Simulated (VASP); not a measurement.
# Mo (Im-3m) in VASP: single point with PBE

Aim: the single point of Mo with PBE.

Everything below comes from runs of VASP 6.6.1. Logs are shortened: lines on timing, memory, paths and dates and some standing lists are left out, and cuts for length are marked.

## (1) The cell of the first run

It takes space group Im-3m (No. 229, cubic). The conventional cell has a = 3.182 Å, b = 3.182 Å, c = 3.182 Å, α = 90.00°, β = 90.00°, γ = 90.00°. Mo (site symmetry m-3m) has 14 Mo at 2.76 to 3.18 Å within 3.6 Å.

## (2) Single point, PBE

Contents of INCAR:

```
PREC     = Accurate       # precision mode
ENCUT    = 520            # plane-wave cutoff, eV
EDIFF    = 1E-6           # SCF threshold, eV
ISMEAR   = -1             # smearing method
SIGMA    = 0.1            # smearing width, eV
LREAL    = False          # projectors in reciprocal space
LASPH    = True           # aspherical terms in the spheres
NELM     = 60             # most SCF steps
ALGO     = Normal         # electronic algorithm
ISIF     = 2              # what is computed and relaxed
LWAVE    = False          # write WAVECAR
LCHARG   = True           # write CHGCAR
GGA      = PE             # functional
LELF     = True           # ELF
LVHAR    = True         
NBANDS   = 13             # bands
```

Contents of KPOINTS:

```
regular mesh
0
Gamma
  15 15 15
```

Contents of POSCAR:

```
Mo
1.0
   -1.5910351500      1.5910351500      1.5910351500
    1.5910351500     -1.5910351500      1.5910351500
    1.5910351500      1.5910351500     -1.5910351500
Mo
1
Direct
    0.0000000000      0.0000000000      0.0000000000
```

Potentials or basis: VASP PAW PBE potentials, release 64 (Mo_sv).

Command:

```
$ cat potpaw_PBE.64/Mo_sv/POTCAR > POTCAR
$ mpirun -np 1 vasp_std > vasp.out
```

OUTCAR:

```text
PREC = Accurate
   ENCUT = 520
   EDIFF = 1E-6
   ISMEAR = -1
   LREAL = False
   LASPH = True
   NELM = 60
   ISIF = 2
   GGA = PE

 ion  position               nearest neighbor table
   1  0.000  0.000  0.000-

  LATTYP: Found a body centered cubic cell.
 ALAT       =     3.1820703000

  Lattice vectors:

 A1 = (  -1.5910351500,   1.5910351500,   1.5910351500)
 A2 = (   1.5910351500,  -1.5910351500,   1.5910351500)
 A3 = (   1.5910351500,   1.5910351500,  -1.5910351500)

Analysis of symmetry for initial positions (statically):
=====================================================================
 Subroutine PRICEL returns:
 Original cell was already a primitive cell.

 Routine SETGRP: Setting up the symmetry group for a
 body centered cubic supercell.

 Subroutine GETGRP returns: Found 48 space group operations
 (whereof 48 operations were pure point group operations)
 out of a pool of 48 trial point group operations.

The static configuration has the point symmetry O_h .

Analysis of symmetry for dynamics (positions and initial velocities):
=====================================================================
 Subroutine PRICEL returns:
 Original cell was already a primitive cell.

 Routine SETGRP: Setting up the symmetry group for a
 body centered cubic supercell.

 Subroutine GETGRP returns: Found 48 space group operations
 (whereof 48 operations were pure point group operations)
 out of a pool of 48 trial point group operations.

The dynamic configuration has the point symmetry O_h .

 Subroutine INISYM returns: Found 48 space group operations
 (whereof 48 operations are pure point group operations),
 and found     1 'primitive' translations

----------------------------------------------------------------------------------------

                                     Primitive cell

  volume of cell :      16.1101

  direct lattice vectors                    reciprocal lattice vectors
    -1.591035150  1.591035150  1.591035150     0.000000000  0.314260813  0.314260813
     1.591035150 -1.591035150  1.591035150     0.314260813  0.000000000  0.314260813
     1.591035150  1.591035150 -1.591035150     0.314260813  0.314260813  0.000000000

  length of vectors
     2.755753716  2.755753716  2.755753716     0.444431904  0.444431904  0.444431904

  position of ions in fractional coordinates (direct lattice)
     0.000000000  0.000000000  0.000000000

  ion indices of the primitive-cell ions
   primitive index   ion index
                 1           1

----------------------------------------------------------------------------------------

 KPOINTS: regular mesh

Automatic generation of k-mesh.
 Grid dimensions read from file:
 generate k-points for:   15   15   15

 Generating k-lattice:

  Cartesian coordinates                     Fractional coordinates (reciprocal lattice)
     0.000000000  0.020950721  0.020950721     0.066666667  0.000000000  0.000000000
     0.020950721  0.000000000  0.020950721     0.000000000  0.066666667  0.000000000
     0.020950721  0.020950721  0.000000000     0.000000000  0.000000000  0.066666667

  Length of vectors
     0.029628794  0.029628794  0.029628794

  Shift w.r.t. Gamma in fractional coordinates (k-lattice)
     0.000000000  0.000000000  0.000000000

 Subroutine IBZKPT returns following result:
 ===========================================

 Found    120 irreducible k-points:

 Following reciprocal coordinates:
            Coordinates               Weight
  0.000000  0.000000  0.000000      1.000000
  0.066667  0.000000  0.000000     12.000000
  0.133333  0.000000  0.000000     12.000000
  0.200000  0.000000  0.000000     12.000000
  0.266667  0.000000  0.000000     12.000000
  0.333333  0.000000  0.000000     12.000000
[... 16 lines left out ...]
  0.333333  0.200000 -0.000000     48.000000
  0.400000  0.200000  0.000000     24.000000
 [... further k-points ...]
   k-points           NKPTS =    120   k-points in BZ     NKDIM =    120   number of bands    NBANDS=     13
   number of dos      NEDOS =    301   number of ions     NIONS =      1
   total plane-waves  NPLWV =   8000
   dimension x,y,z NGX =    20 NGY =   20 NGZ =   20
   dimension x,y,z NGXF=    40 NGYF=   40 NGZF=   40
   ions per type =               1
   NGX,Y,Z   is equivalent  to a cutoff of  12.07, 12.07, 12.07 a.u.
   NGXF,Y,Z  is equivalent  to a cutoff of  24.13, 24.13, 24.13 a.u.
 SYSTEM =  unknown system
   PREC   = accura    normal or accurate (medium, high low for compatibility)
   ISTART =      0    job   : 0-new  1-cont  2-samecut
   ICHARG =      2    charge: 1-file 2-atom 10-const
   ISPIN  =      1    spin polarized calculation?
   LNONCOLLINEAR =      F non collinear calculations
   LSORBIT =      F    spin-orbit coupling
   LASPH  =      T    aspherical Exc in radial PAW
   ENCUT  =  520.0 eV  38.22 Ry    6.18 a.u.   5.12  5.12  5.12*2*pi/ulx,y,z
   NELM   =     60;   NELMIN=  2; NELMDL= -5     # of ELM steps
   EDIFF  = 0.1E-05   stopping-criterion for ELM
   LREAL  =      F    real-space projection
   EDIFFG = 0.1E-04   stopping-criterion for IOM
   NSW    =      0    number of steps for IOM
   IBRION =     -1    ionic relax: 0-MD 1-quasi-New 2-CG
   NFREE  =      0    steps in history (QN), initial steepest desc. (CG)
   ISIF   =      2    stress and relaxation
   ISYM   =      2    0-nonsym 1-usesym 2-fastsym
   POTIM  = 0.5000    time-step for ionic-motion
   TEBEG  =    0.0;   TEEND  =   0.0 temperature during run
   PSTRESS=    0.0 pullay stress
   NELECT =      14.0000    total number of electrons
   NUPDOWN=      -1.0000    fix difference up-down
   EMIN   =  10.00;   EMAX   =-10.00  energy-range for DOS
   EFERMI =   0.00;   METHOD = LEGACY
   ISMEAR =    -1;   SIGMA  =   0.10  broadening in eV -4-tet -1-fermi 0-gaus
   EFERMI_NEDOS =   21; number of points for ismear=-14 and -15
   IALGO  =     38    algorithm
   IMIX   =      4    mixing-type and parameters
     AMIX     =   0.40;   BMIX     =  1.00
     AMIX_MAG =   1.60;   BMIX_MAG =  1.00
  volume/ion in A,a.u.               =      16.11       108.72
  Fermi-wavevector in a.u.,A,eV,Ry     =   1.562252  2.952228 33.206802  2.440631
  Thomas-Fermi vector in A             =   2.665198
   LORBIT       =      0    0 simple, 1 ext, 2 COOP (PROOUT), +10 PAW based schemes
   GGA     = PE    functional components
   LHFCALC =     F    Hartree Fock is set to
   AEXX    =    0.0000 exact exchange contribution
   IVDW    =     0    specifies the selected vdW correction
   LEPSILON=     F    determine dielectric tensor
   LRPA    =     F    only Hartree local field effects (RPA)
 non-spin polarized calculation
  energy-cutoff  :      520.00
  volume of cell :       16.11
 maximum number of plane-waves:       444
   NGX = 11   NGY = 11   NGZ = 11

 number of electron      14.0000006 magnetization

 Free energy of the ion-electron system (eV)
  ---------------------------------------------------
  ext. energy  EPLUGINS =         0.00000000
  ---------------------------------------------------
  free energy    TOTEN  =       -10.94025026 eV

  energy without entropy =      -10.91794843  energy(sigma->0) =      -10.92909935

 E-fermi :  12.0771     XC(G=0): -13.2211

 val. band max:       12.0761985700   @ k =   0.0667   0.0667   0.0667
 cond. band min:      12.0774585271   @ k =   0.1333   0.0667   0.0000
 fundamental gap:      0.0012599571
 Fermi energy:        12.0771431342

 k-point     1 :       0.0000    0.0000    0.0000
  band No.  band energies     occupation
      1     -49.1649      2.00000
      2     -22.4974      2.00000
      3     -22.4974      2.00000
      4     -22.4974      2.00000
      5       4.9801      2.00000
      6      10.8069      1.99999
      7      10.8069      1.99999
      8      10.8069      1.99999
      9      13.7218      0.00000
     10      13.7218      0.00000
     11      26.8981      0.00000
     12      26.8981      0.00000
     13      26.8981      0.00000

 k-point     2 :       0.0667    0.0000    0.0000
  band No.  band energies     occupation
      1     -49.1550      2.00000
      2     -22.5561      2.00000
      3     -22.5156      2.00000
      4     -22.4978      2.00000
      5       5.1702      2.00000
      6      10.7013      2.00000
      7      10.7892      1.99999
      8      10.9839      1.99996
      9      13.5695      0.00000
     10      13.7250      0.00000
     11      27.0358      0.00000
     12      27.2176      0.00000
     13      27.2542      0.00000

 k-point     3 :       0.1333    0.0000    0.0000
  band No.  band energies     occupation
      1     -49.1269      2.00000
      2     -22.7199      2.00000
      3     -22.5668      2.00000
      4     -22.4989      2.00000
      5       5.7014      2.00000
      6      10.4168      2.00000
      7      10.7054      2.00000
      8      11.5046      1.99350
      9      13.2778      0.00001
     10      13.7442      0.00000
     11      27.3132      0.00000
     12      28.0406      0.00000
     13      28.1384      0.00000

 k-point     4 :       0.2000    0.0000    0.0000
  band No.  band energies     occupation
      1     -49.0851      2.00000
      2     -22.9560      2.00000
      3     -22.6414      2.00000
      4     -22.5006      2.00000
      5       6.4315      2.00000
      6      10.0299      2.00000
      7      10.5664      2.00000
      8      12.3356      0.14022
      9      13.1436      0.00005
     10      13.8000      0.00000
     11      27.2805      0.00000
     12      28.4326      0.00000
     13      29.5657      0.00000

 k-point     5 :       0.2667    0.0000    0.0000
  band No.  band energies     occupation
      1     -49.0368      2.00000
      2     -23.2203      2.00000
      3     -22.7260      2.00000
      4     -22.5025      2.00000
      5       7.0456      2.00000
      6       9.6242      2.00000
      7      10.6703      2.00000
      8      13.2598      0.00001
      9      13.4146      0.00000
     10      13.9074      0.00000
     11      26.5620      0.00000
     12      27.6542      0.00000
     13      31.3766      0.00000
[... 257 lines left out ...]
 k-point    22 :       0.2667    0.2000    0.0000
  band No.  band energies     occupation
      1     -48.9444      2.00000
      2     -23.5311      2.00000
      3     -22.9627      2.00000
      4     -22.6167      2.00000
      5       8.1030      2.00000
      6       9.2582      2.00000
      7      10.4709      2.00000
      8      13.2763      0.00001
      9      14.4728      0.00000
     10      17.2382      0.00000
     11      24.4785      0.00000
     12      26.0742      0.00000
     13      28.8608      0.00000

 k-point    23 :       0.3333    0.2000   -0.0000
  band No.  band energies     occupation
      1     -48.9209      2.00000
      2     -23.5960      2.00000
      3     -23.0540      2.00000
      4     -22.6251      2.00000
      5       7.9959      2.00000
      6       9.1766      2.00000
      7      10.9546      1.99997
      8      13.5358      0.00000
      9      14.6078      0.00000
     10      18.6346      0.00000
     11      23.1154      0.00000
     12      25.0962      0.00000
     13      28.2513      0.00000

 k-point    24 :       0.4000    0.2000    0.0000
  band No.  band energies     occupation
      1     -48.9125      2.00000
      2     -23.6168      2.00000
      3     -23.0886      2.00000
      4     -22.6276      2.00000
      5       7.9365      2.00000
      6       9.1539      2.00000
      7      11.1522      1.99981
      8      13.6169      0.00000
      9      14.7228      0.00000
     10      19.3154      0.00000
     11      22.4317      0.00000
     12      24.6888      0.00000
     13      28.0694      0.00000

 [... further k-points ...]

------------------------ aborting loop because EDIFF is reached ----------------------------------------

  FORCE on cell =-STRESS in cart. coord.  units (eV):
  Direction    XX          YY          ZZ          XY          YZ          ZX
  --------------------------------------------------------------------------------------
  -------------------------------------------------------------------------------------
  Total       -0.4396354     -0.4396354     -0.4396354      0.0000000      0.0000000      0.0000000
  in kB      -43.7223907    -43.7223907    -43.7223907      0.0000000      0.0000000      0.0000000
  external PRESSURE =     -43.7223907 kB  Pullay stress =       0.0000000 kB

 VOLUME and BASIS-vectors are now :
 -----------------------------------------------------------------------------
  energy-cutoff  :      520.00
  volume of cell :       16.11
      direct lattice vectors                 reciprocal lattice vectors
    -1.591035150  1.591035150  1.591035150     0.000000000  0.314260813  0.314260813
     1.591035150 -1.591035150  1.591035150     0.314260813  0.000000000  0.314260813
     1.591035150  1.591035150 -1.591035150     0.314260813  0.314260813  0.000000000

 POSITION                                       TOTAL-FORCE (eV/Angst)
 -----------------------------------------------------------------------------------
      0.00000      0.00000      0.00000         0.000000      0.000000     -0.000000
 -----------------------------------------------------------------------------------
    total drift:                                0.000000     -0.000000      0.000000

  FREE ENERGIE OF THE ION-ELECTRON SYSTEM (eV)
  ---------------------------------------------------
  free  energy   TOTEN  =       -10.9402502637 eV

  energy  without entropy=      -10.9179484301  energy(sigma->0) =      -10.92909935
```

It took 13 s on 1 thread of AMD EPYC 7R13 (Zen 3), shared host; peak memory 0.11 GiB.

What came out:

```
Free energy            : -10.9403 eV
Pressure               : -4.4 GPa
Band gap on the k mesh : zero (band 7 reaches 15.65 eV, above the bottom of band 8 at 10.81 eV)
```
